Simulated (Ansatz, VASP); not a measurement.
# HfSc4 in VASP and in Ansatz

```
Hf Sc
1.0
     5.00154    0.00000    0.00000
     0.00000    5.00154    0.00000
     0.00000    0.00000    5.00154
Hf Sc
1 4
Direct
  0.50000 0.50000 0.50000
  0.50000 0.00000 0.00000
  0.00000 0.50000 0.00000
  0.00000 0.00000 0.50000
  0.00000 0.00000 0.00000
```

Alike in both runs: functional PBE; k mesh 4 × 4 × 4; occupations gaussian, width 0.1 eV; no spin polarisation.

Ansatz relaxed the structure, and its values are those at the end. VASP's run is a single point on that final structure, the one shown.

|  | VASP | Ansatz |
| --- | --- | --- |
| version | VASP 6.6.1 | Ansatz 0.2.0 |
| potentials or method | VASP PAW PBE potentials, release 64 (Hf_pv, Sc_sv), cutoff 520 eV | scalar-relativistic, plane waves, PAW |
| valence electrons in the cell | 54 | 70 |

VASP gave:

- gap on the k mesh at the Fermi level (eV): none
- pressure (GPa): 0.3

Task: Which values does Ansatz return?

Result: gap on the k mesh at the Fermi level (eV): none; pressure (GPa): 0.2.

A gap of «none» marks a metal or a gap that the smearing closes. With one functional, cell and mesh, what is left measures potentials, basis and numerics. VASP's potentials hold 54 valence electrons a cell and Ansatz's 70, so a difference there can come from the potentials and not from the codes.

Neither program's run includes spin-orbit coupling.
